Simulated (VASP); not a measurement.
BN: single point with r2SCAN

Crystal: BN.

```
B N
1.0
     0.00000    1.67599    1.67599
     1.67599    0.00000    1.67599
     1.67599    1.67599    0.00000
B N
1 1
Direct
  0.00000 0.00000 0.00000
  0.50000 0.50000 0.50000
```

This cell differs from its parent crystal: strain -4.0%.

```
Program                : VASP 6.6.1
Task                   : single point
Functional             : r2SCAN
Potentials or basis    : VASP PAW PBE potentials, release 64 (B, N)
Cutoff                 : 520 eV
k mesh                 : 12 × 12 × 12
Occupations            : gaussian, width 0.01 eV
Spin                   : no spin polarisation
Dipole correction      : no
Further INCAR settings : ALGO = Normal; EDIFF = 1e-07; NBANDS = 11
```

* Pressure: 62.5 GPa
* Band gap on the k mesh: 2.35 eV, indirect (least direct gap 6.99 eV)

Levels at points of the mesh, in eV from the valence-band top:
| k point | band 2 | band 3 | band 4 | band 5 | band 6 | band 7 |
| --- | --- | --- | --- | --- | --- | --- |
| (0.00, 0.00, 0.00) | -0.99 | -0.99 | -0.99 | 12.70 | 14.52 | 14.52 |
| (0.50, 0.00, 0.00) | -14.46 | -0.88 | -0.88 | 6.11 | 6.11 | 9.21 |
| (0.50, 0.50, 0.00) | -13.88 | -6.66 | -6.66 | 2.35 | 9.39 | 17.71 |

Run time: 35 s on 1 thread of Intel(R) Xeon(R) Platinum 8259CL CPU @ 2.50GHz (Skylake/Cascade Lake), with other jobs on the host, peak memory 0.12 GiB.

Caveat: the cell differs from its parent crystal (strain -4.0%); the PAW data sets were made with another functional, which shifts forces and pressure a little. A k mesh can miss the band edges.
